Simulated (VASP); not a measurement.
# CoSn (F-43m) in VASP: notebook, part 2 of 2

VASP 6.6.1.

### 3 Relaxation of cell and atoms, PBE

The input, INCAR:

```
  PREC = Accurate
  ENCUT = 600
  EDIFF = 1E-6
  ISMEAR = 0
  SIGMA = 0.1
  LREAL = F
  LASPH = T
  NELM = 100
  ALGO = Fast
  ISIF = 3
  LWAVE = F
  LCHARG = F
  GGA = PE
  IBRION = 2
  NSW = 100
  EDIFFG = -0.01
```

The input, KPOINTS:

```
Automatic mesh
0
Gamma
  16 16 16
```

The input, POSCAR:

```
CoSn
1.0
    0.0000000000      2.8638362972      2.8638362972
    2.8638362972      0.0000000000      2.8638362972
    2.8638362972      2.8638362972      0.0000000000
Co Sn
1 1
Direct
    0.0000000000      0.0000000000      0.0000000000
    0.2500000000      0.2500000000      0.2500000000
```

Potentials or basis: VASP PAW PBE potentials, release 64 (Co, Sn_d).

Command:

```bash
$ cat potpaw_PBE.64/Co/POTCAR potpaw_PBE.64/Sn_d/POTCAR > POTCAR
$ mpirun -np 1 vasp_std > vasp.out
```

OUTCAR:

```text
PREC = Accurate
   ENCUT = 600
   EDIFF = 1E-6
   ISMEAR = 0
   LREAL = F
   LASPH = T
   NELM = 100
   ISIF = 3
   GGA = PE
   IBRION = 2
   NSW = 100
   EDIFFG = -0.01

 ion  position               nearest neighbor table
   1  0.000  0.000  0.000-   2 2.48   2 2.48   2 2.48   2 2.48
   2  0.250  0.250  0.250-   1 2.48   1 2.48   1 2.48   1 2.48

  LATTYP: Found a face centered cubic cell.
 ALAT       =     5.7276725944

  Lattice vectors:

[... 622 lines left out ...]

  FORCE on cell =-STRESS in cart. coord.  units (eV):
  Direction    XX          YY          ZZ          XY          YZ          ZX
  --------------------------------------------------------------------------------------
  -------------------------------------------------------------------------------------
  Total        0.0103517      0.0103517      0.0103517      0.0000000     -0.0000000     -0.0000000
  in kB        0.3530582      0.3530582      0.3530582      0.0000000     -0.0000000     -0.0000000
  external PRESSURE =       0.3530582 kB  Pullay stress =       0.0000000 kB

 VOLUME and BASIS-vectors are now :
 -----------------------------------------------------------------------------
  energy-cutoff  :      600.00
  volume of cell :       46.98
      direct lattice vectors                 reciprocal lattice vectors
     0.000000000  2.863836297  2.863836297    -0.174590985  0.174590985  0.174590985
     2.863836297  0.000000000  2.863836297     0.174590985 -0.174590985  0.174590985
     2.863836297  2.863836297  0.000000000     0.174590985  0.174590985 -0.174590985

 POSITION                                       TOTAL-FORCE (eV/Angst)
 -----------------------------------------------------------------------------------
      0.00000      0.00000      0.00000         0.000000      0.000000      0.000000
      1.43192      1.43192      1.43192        -0.000000     -0.000000     -0.000000
 -----------------------------------------------------------------------------------
    total drift:                                0.000001      0.000001      0.000001

  FREE ENERGIE OF THE ION-ELECTRON SYSTEM (eV)
  ---------------------------------------------------
  free  energy   TOTEN  =        -9.4085046107 eV

  energy  without entropy=       -9.4002331155  energy(sigma->0) =       -9.40436886

 reached required accuracy - stopping structural energy minimisation
```

OSZICAR:

```text
N       E                     dE             d eps       ncg     rms          rms(c)
DAV:   1     0.160999837142E+03    0.16100E+03   -0.12385E+04  4350   0.230E+03
DAV:   2     0.274276317799E+01   -0.15826E+03   -0.15603E+03  4357   0.435E+02
DAV:   3    -0.954983980071E+01   -0.12293E+02   -0.12215E+02  5064   0.128E+02
DAV:   4    -0.987067470482E+01   -0.32083E+00   -0.32077E+00  5403   0.212E+01
DAV:   5    -0.988725109835E+01   -0.16576E-01   -0.16576E-01  6517   0.420E+00    0.768E+00
RMM:   6    -0.129474364771E+02   -0.30602E+01   -0.16265E+01  4350   0.424E+01    0.158E+01
RMM:   7    -0.942711683960E+01    0.35203E+01   -0.58455E+00  4479   0.297E+01    0.139E+00
RMM:   8    -0.941210721767E+01    0.15010E-01   -0.33298E-01  4485   0.538E+00    0.113E+00
RMM:   9    -0.940932705017E+01    0.27802E-02   -0.69932E-02  4426   0.364E+00    0.522E-01
RMM:  10    -0.940820528027E+01    0.11218E-02   -0.16547E-02  4805   0.118E+00    0.965E-02
RMM:  11    -0.940847161856E+01   -0.26634E-03   -0.30224E-03  5170   0.713E-01    0.127E-01
RMM:  12    -0.940846600070E+01    0.56179E-05   -0.12798E-03  5343   0.314E-01    0.176E-02
RMM:  13    -0.940849846550E+01   -0.32465E-04   -0.30583E-04  5781   0.140E-01    0.154E-02
RMM:  14    -0.940850518882E+01   -0.67233E-05   -0.69743E-05  4531   0.730E-02    0.193E-02
RMM:  15    -0.940850417954E+01    0.10093E-05   -0.23730E-05  3994   0.576E-02    0.834E-03
RMM:  16    -0.940850454381E+01   -0.36427E-06   -0.10691E-05  4332   0.238E-02    0.313E-03
RMM:  17    -0.940850461068E+01   -0.66865E-07   -0.16642E-06  3043   0.122E-02
   1 F= -.94085046E+01 E0= -.94043689E+01  d E =-.940850E+01
```

Run time: 42 s. Hardware: 1 thread of Intel Xeon 6975P-C (Granite Rapids), shared host; peak memory 0.28 GiB.

Results:

```
Free energy             : -9.4085 eV
Pressure after relaxing : 0.0 GPa
Band gap on the k mesh  : zero (an odd number of electrons rules out a gap without spin polarisation)
```

Final structure:
```yaml
crystal:
  lattice:
    - [0.00000, 2.86384, 2.86384]
    - [2.86384, 0.00000, 2.86384]
    - [2.86384, 2.86384, 0.00000]
  atoms:
    - { symbol: Co, position: [0.00000, 0.00000, 0.00000] }
    - { symbol: Sn, position: [0.25000, 0.25000, 0.25000] }
```

Levels at points of the mesh, in eV from the Fermi level:
| k point | band 8 | band 9 | band 10 | band 11 | band 12 | band 13 | band 14 | band 15 |
| --- | --- | --- | --- | --- | --- | --- | --- | --- |
| (0.00, 0.00, 0.00) | -1.48 | -1.48 | -0.54 | -0.54 | 5.52 | 5.52 | 5.52 | 7.28 |
| (0.50, 0.00, 0.00) | -1.33 | -1.33 | -0.50 | -0.50 | -0.36 | 3.45 | 3.45 | 6.55 |
| (0.50, 0.50, 0.00) | -0.84 | -0.84 | -0.75 | -0.47 | -0.19 | 0.86 | 0.86 | 5.09 |

Caveat: the relaxation stopped at its first step, so nothing moved; spin-orbit coupling is left out, which moves the levels of the heavy elements; the run has no spin polarisation, though such a crystal can be magnetic. Spin polarisation is off, so any magnetic state and its effect on volume and gap are missing.
